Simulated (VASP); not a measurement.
# GaN (P6_3mc) in VASP: notebook, part 3 of 3

VASP 6.6.1. Earlier steps stand in the parts before.

## Step 5: Vibrations by perturbation theory, LDA

This run uses another cell than the first one, of 10.84 Å³/atom.

INCAR

```
PREC = Accurate ; ENCUT = 520
EDIFF = 1E-8 ; ISMEAR = 0
SIGMA = 0.01 ; LREAL = F
LASPH = T ; NELM = 60
ALGO = Normal ; ISIF = 2
LWAVE = F ; LCHARG = F
GGA = CA ; IBRION = 8
NSW = 1
```

KPOINTS

```
regular mesh
0
Gamma
  8 8 4
```

POSCAR

```
GaN
1.0
    3.1318883696      0.0000000000      0.0000000000
   -1.5659441848      2.7122948899      0.0000000000
    0.0000000000      0.0000000000      5.1061641377
Ga N
2 2
Direct
    0.3333333333      0.6666666667     -0.0006650310
    0.6666666667      0.3333333333      0.4993349690
    0.3333333333      0.6666666667      0.3756650310
    0.6666666667      0.3333333333      0.8756650310
```

Potentials or basis: VASP PAW LDA potentials, release 64 (Ga_d, N).

Run with:

```console
$ cat potpaw_LDA.64/Ga_d/POTCAR potpaw_LDA.64/N/POTCAR > POTCAR
$ mpirun -np 1 vasp_std > vasp.out
```

OUTCAR:

```text
PREC = Accurate
   ENCUT = 520
   EDIFF = 1E-8
   ISMEAR = 0
   LREAL = F
   LASPH = T
   NELM = 60
   ISIF = 2
   GGA = CA
   IBRION = 8
   NSW = 1

 ion  position               nearest neighbor table
   1  0.333  0.667  0.999-   4 1.92   4 1.92   4 1.92   3 1.92
   2  0.667  0.333  0.499-   3 1.92   3 1.92   3 1.92   4 1.92
   3  0.333  0.667  0.376-   2 1.92   2 1.92   2 1.92   1 1.92
   4  0.667  0.333  0.876-   1 1.92   1 1.92   1 1.92   2 1.92

  LATTYP: Found a hexagonal cell.
 ALAT       =     3.1318883696
 C/A-ratio  =     1.6303787157

  Lattice vectors:

 A1 = (   3.1318883696,   0.0000000000,   0.0000000000)
[... 865 lines left out ...]
  1Y     0.000000  -15.047726    0.000000   -0.000000    0.506019    0.000000    0.000000    0.970327    0.000000    0.000000   13.571381    0.000000
  1Z    -0.000000    0.000000  -22.345015    0.000000    0.000000    8.861164    0.000000   -0.000000    8.327128    0.000000    0.000000    5.156723
  2X     0.506019    0.000000    0.000000  -15.047726    0.000000    0.000000   13.571381    0.000000    0.000000    0.970327    0.000000   -0.000000
  2Y    -0.000000    0.506019    0.000000    0.000000  -15.047726   -0.000000    0.000000   13.571381   -0.000000    0.000000    0.970327    0.000000
  2Z     0.000000    0.000000    8.861164    0.000000    0.000000  -22.345015    0.000000   -0.000000    5.156723    0.000000    0.000000    8.327128
  3X     0.958637   -0.000000    0.000000   13.558988    0.000000   -0.000000  -15.224694    0.000000    0.000000    0.707068    0.000000    0.000000
  3Y    -0.000000    0.958637    0.000000    0.000000   13.558988    0.000000   -0.000000  -15.224694    0.000000    0.000000    0.707068    0.000000
  3Z     0.000000    0.000000    8.265287    0.000000    0.000000    5.165985    0.000000    0.000000  -20.020555    0.000000    0.000000    6.589283
  4X    13.558988    0.000000    0.000000    0.958637   -0.000000    0.000000    0.707068    0.000000    0.000000  -15.224694    0.000000    0.000000
  4Y     0.000000   13.558988    0.000000    0.000000    0.958637    0.000000   -0.000000    0.707068    0.000000   -0.000000  -15.224694    0.000000
  4Z     0.000000    0.000000    5.165985    0.000000    0.000000    8.265287    0.000000   -0.000000    6.589283    0.000000   -0.000000  -20.020555

 Eigenvectors and eigenvalues of the dynamical matrix
 ----------------------------------------------------

   1 f  =   21.591298 THz   135.662127 2PiTHz  720.208183 cm-1    89.294394 meV
             X         Y         Z           dx          dy          dz
     -0.000000  1.808197  5.102768    -0.000000   -0.000000    0.048483
      1.565944  0.904098  2.549686    -0.000000   -0.000000   -0.048483
     -0.000000  1.808197  1.918207    -0.000000   -0.000000   -0.705443
      1.565944  0.904098  4.471289     0.000000    0.000000    0.705443
[... 71 lines left out ...]
  12 f/i=    0.012252 THz     0.076982 2PiTHz    0.408686 cm-1     0.050671 meV
             X         Y         Z           dx          dy          dz
     -0.000000  1.808197  5.102768    -0.000000   -0.000000    0.645069
      1.565944  0.904098  2.549686    -0.000000   -0.000000    0.645069
     -0.000000  1.808197  1.918207    -0.000000   -0.000000    0.289632
      1.565944  0.904098  4.471289    -0.000000   -0.000000    0.289632

--------------------------------------------------------------------------------------------------------

 ELASTIC MODULI CONTR FROM IONIC RELAXATION (kBar)
 Direction    XX          YY          ZZ          XY          YZ          ZX
 --------------------------------------------------------------------------------
 XX        -820.7513    353.0685    443.0355     -0.0000     -0.0000      0.0000
 YY         353.0685   -820.7513    443.0355      0.0000     -0.0000     -0.0000
 ZZ         443.0355    443.0355   -839.3742     -0.0000      0.0000      0.0000
 XY          -0.0000      0.0000     -0.0000   -586.9099      0.0000     -0.0000
 YZ          -0.0000      0.0000      0.0000      0.0000   -203.5841     -0.0000
 ZX           0.0000     -0.0000      0.0000     -0.0000     -0.0000   -220.2214
 --------------------------------------------------------------------------------
```

stdout:

```text
POSCAR found type information on POSCAR GaN
 POSCAR found :  2 types and       4 ions
 scaLAPACK will be used
 LDA part: xc-table for (Slater(with rela. corr.)+CA(PZ))
 , standard interpolation
 POSCAR, INCAR and KPOINTS ok, starting setup
 FFT: planning ... GRIDC
 FFT: planning ... GRID_SOFT
 FFT: planning ... GRID
 WAVECAR not read
 entering main loop
 Linear response reoptimize wavefunctions to high precision
 Linear response DOF=           4
 Linear response progress:
 first order change of Fermi-energy   0.94305E+00
 force on displaced ion       1 direction 1 : -15.048   0.001  -0.000
 Linear response progress:
 first order change of Fermi-energy   0.60423E-01
 force on displaced ion       1 direction 3 :  -0.000   0.000 -22.345
 Linear response progress:
 first order change of Fermi-energy  -0.31896E-01
 force on displaced ion       3 direction 1 : -15.225   0.001  -0.000
 Linear response progress:
 first order change of Fermi-energy  -0.60481E-01
 force on displaced ion       3 direction 3 :  -0.000   0.000 -20.021
 Linear response finished
```

Run time: 11 min. Hardware: 1 thread of Intel Xeon 8259CL, shared host; peak memory 0.41 GiB.

Results:

```yaml
Highest_phonon_frequency_at_Γ_LO-TO_splitting_left_out: 720 cm⁻¹
```

Phonon frequencies in cm⁻¹ (negative: imaginary):
| q point | frequencies |
| --- | --- |
| (0.000, 0.000, 0.000) | 0 0 0 139 139 346 560 582 582 592 592 720 |

Caveat: the cell stands under pressure or tension, which shifts response properties.

## Step 6: Vibrations by perturbation theory, LDA

This run uses another cell than the first one, of 10.95 Å³/atom.

INCAR

```
PREC = Accurate
ENCUT = 520
EDIFF = 1E-8
ISMEAR = 0
SIGMA = 0.01
LREAL = False
LASPH = True
NELM = 60
ALGO = Normal
ISIF = 2
LWAVE = False
LCHARG = False
GGA = CA
IBRION = 8
NSW = 1
```

KPOINTS

```
Automatic mesh
0
Gamma
  8 8 4
```

POSCAR

```
GaN
1.0
    3.1417299132      0.0000000000      0.0000000000
   -1.5708649566      2.7208179166      0.0000000000
    0.0000000000      0.0000000000      5.1221339731
Ga N
2 2
Direct
    0.3333333333      0.6666666667     -0.0006889954
    0.6666666667      0.3333333333      0.4993110046
    0.3333333333      0.6666666667      0.3756889954
    0.6666666667      0.3333333333      0.8756889954
```

Potentials or basis: VASP PAW LDA potentials, release 64 (Ga_d, N).

Run with:

```console
$ cat potpaw_LDA.64/Ga_d/POTCAR potpaw_LDA.64/N/POTCAR > POTCAR
$ mpirun -np 1 vasp_std > vasp.out
```

OUTCAR:

```text
PREC = Accurate
   ENCUT = 520
   EDIFF = 1E-8
   ISMEAR = 0
   LREAL = False
   LASPH = True
   NELM = 60
   ISIF = 2
   GGA = CA
   IBRION = 8
   NSW = 1

 ion  position               nearest neighbor table
   1  0.333  0.667  0.999-   4 1.92   4 1.92   4 1.92   3 1.93
   2  0.667  0.333  0.499-   3 1.92   3 1.92   3 1.92   4 1.93
   3  0.333  0.667  0.376-   2 1.92   2 1.92   2 1.92   1 1.93
   4  0.667  0.333  0.876-   1 1.92   1 1.92   1 1.92   2 1.93

  LATTYP: Found a hexagonal cell.
[... 880 lines left out ...]
  4Y    -0.000000   13.133556   -0.000000   -0.000000    0.995224    0.000000    0.000000    0.689841    0.000000   -0.000000  -14.818621    0.000000
  4Z     0.000000   -0.000000    5.139526    0.000000    0.000000    7.895393    0.000000   -0.000000    6.469024    0.000000    0.000000  -19.503943

 Eigenvectors and eigenvalues of the dynamical matrix
 ----------------------------------------------------

   1 f  =   21.324950 THz   133.988612 2PiTHz  711.323761 cm-1    88.192867 meV
             X         Y         Z           dx          dy          dz
     -0.000000  1.813879  5.118605    -0.000000    0.000000    0.044321
      1.570865  0.906939  2.557538    -0.000000    0.000000   -0.044321
     -0.000000  1.813879  1.924329    -0.000000    0.000000   -0.705716
      1.570865  0.906939  4.485396     0.000000   -0.000000    0.705716
[... 71 lines left out ...]
  12 f/i=    0.010303 THz     0.064736 2PiTHz    0.343671 cm-1     0.042610 meV
             X         Y         Z           dx          dy          dz
     -0.000000  1.813879  5.118605     0.000000    0.000000   -0.645099
      1.570865  0.906939  2.557538     0.000000    0.000000   -0.645099
     -0.000000  1.813879  1.924329     0.000000    0.000000   -0.289563
      1.570865  0.906939  4.485396     0.000000    0.000000   -0.289563

--------------------------------------------------------------------------------------------------------

 ELASTIC MODULI CONTR FROM IONIC RELAXATION (kBar)
 Direction    XX          YY          ZZ          XY          YZ          ZX
 --------------------------------------------------------------------------------
 XX        -761.4112    331.1615    405.9957     -0.0000      0.0000     -0.0000
 YY         331.1615   -761.4112    405.9957      0.0000     -0.0000      0.0000
 ZZ         405.9957    405.9957   -766.2179     -0.0000      0.0000     -0.0000
 XY          -0.0000      0.0000     -0.0000   -546.2864     -0.0000      0.0000
 YZ           0.0000     -0.0000      0.0000     -0.0000   -186.5835      0.0000
 ZX          -0.0000      0.0000     -0.0000      0.0000      0.0000   -202.2362
 --------------------------------------------------------------------------------
```

stdout:

```text
POSCAR found type information on POSCAR GaN
 POSCAR found :  2 types and       4 ions
 scaLAPACK will be used
 LDA part: xc-table for (Slater(with rela. corr.)+CA(PZ))
 , standard interpolation
 POSCAR, INCAR and KPOINTS ok, starting setup
 FFT: planning ... GRIDC
 FFT: planning ... GRID_SOFT
 FFT: planning ... GRID
 WAVECAR not read
 entering main loop
 Linear response reoptimize wavefunctions to high precision
 Linear response DOF=           4
 Linear response progress:
 first order change of Fermi-energy   0.85454E+00
 force on displaced ion       1 direction 1 : -14.656   0.001  -0.000
 Linear response progress:
 first order change of Fermi-energy   0.55484E-01
 force on displaced ion       1 direction 3 :   0.000  -0.000 -21.794
 Linear response progress:
 first order change of Fermi-energy  -0.20941E-01
 force on displaced ion       3 direction 1 : -14.819   0.001  -0.000
 Linear response progress:
 first order change of Fermi-energy  -0.55543E-01
 force on displaced ion       3 direction 3 :   0.000  -0.000 -19.504
 Linear response finished
```

It took 11 min on 1 thread of Intel Xeon 8259CL, shared host; peak memory 0.41 GiB.

What came out:

```yaml
Highest_phonon_frequency_at_Γ_LO-TO_splitting_left_out: 711 cm⁻¹
```

Phonon frequencies in cm⁻¹ (negative: imaginary):
| q point | frequencies |
| --- | --- |
| (0.000, 0.000, 0.000) | 0 0 0 140 140 343 552 574 574 584 584 711 |

Caveat: the cell stands under pressure or tension, which shifts response properties.
